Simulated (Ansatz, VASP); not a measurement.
This is a calculation of BN for Ansatz 0.2.0.

The input input.yaml:

```yaml
crystal:
  lattice:
    - [2.5410452472, 0.0, 0.0]
    - [-1.2631167351, 2.2048689444, 0.0]
    - [-0.6389642561, -1.1024344721, 3.0623148244]
  atoms:
    - { symbol: "N", position: [0.668506, 0.332385, 0.984999] }
    - { symbol: B, position: [0.979643, 0.983499, 0.001806] }
kpoints:
  mp_grid: { grid: [13, 13, 9] }
scf:
  occupations: { method: fermi_dirac, width: 0.05 }
hamiltonian:
  xc: pbesol
  pseudopotentials: { kind: all_electron, lapw: { basis_error: 0.001 } }
output:
  forces: true
  stress: true
  eigenvalues: true
```

Potentials or basis: all-electron LAPW, scalar-relativistic.

Command:

```bash
$ ansatz run input.yaml --threads 1 --pin off --max-ram 3072MiB --backend cpu --events-out ev --progress --plain --runs-dir out
```

Set up the same calculation for VASP 6.6.1. Potentials there: VASP PAW PBE potentials, release 64 (N, B).

As run (the cutoff follows the program's own potentials):

INCAR

```
SYSTEM = BN
  PREC = Accurate
  ENCUT = 520
  EDIFF = 1E-7
  ISMEAR = -1
  SIGMA = 0.05
  LREAL = .FALSE.
  LASPH = .TRUE.
  NELM = 80
  ALGO = Normal
  ISIF = 2
  LWAVE = .FALSE.
  LCHARG = .TRUE.
  GGA = PS
  LELF = .TRUE.
  LVHAR = .TRUE.
  NBANDS = 11
```

File KPOINTS:

```
Automatic mesh
0
G
  13 13 9
  0 0 0
```

The input POSCAR:

```
BN
1.0
    2.5410452472      0.0000000000      0.0000000000
   -1.2631167351      2.2048689444      0.0000000000
   -0.6389642561     -1.1024344721      3.0623148244
N B
1 1
Direct
    0.6685060000      0.3323850000      0.9849990000
    0.9796430000      0.9834990000      0.0018060000
```

Potentials or basis: VASP PAW PBE potentials, release 64 (N, B).

Command:

```sh
$ cat potpaw_PBE.64/N/POTCAR potpaw_PBE.64/B/POTCAR > POTCAR
$ mpirun -np 1 vasp_std > vasp.out
```

Both were run:

|  | VASP | Ansatz | Ansatz less VASP |
| --- | --- | --- | --- |
| gap on the k mesh at the Fermi level (eV) | 2.72 | 2.73 | +0.006 |
| least direct gap on the mesh (eV) | 4.38 | 4.38 | +0.005 |
| pressure (GPa) | -8.0 | -8.3 | -0.29 |
| traceless stress, the component that is largest in VASP (GPa) | 11.96 | 12.41 | +0.448 |
| rms of the force components (eV/Å) | 1.447 | 1.446 | -0.0012 |

VASP's potentials were made for PBE, not for PBEsol. Atom by atom the forces differ by 0.001 eV/Å (rms over components). Ansatz ran all-electron here, and VASP with PAW potentials.
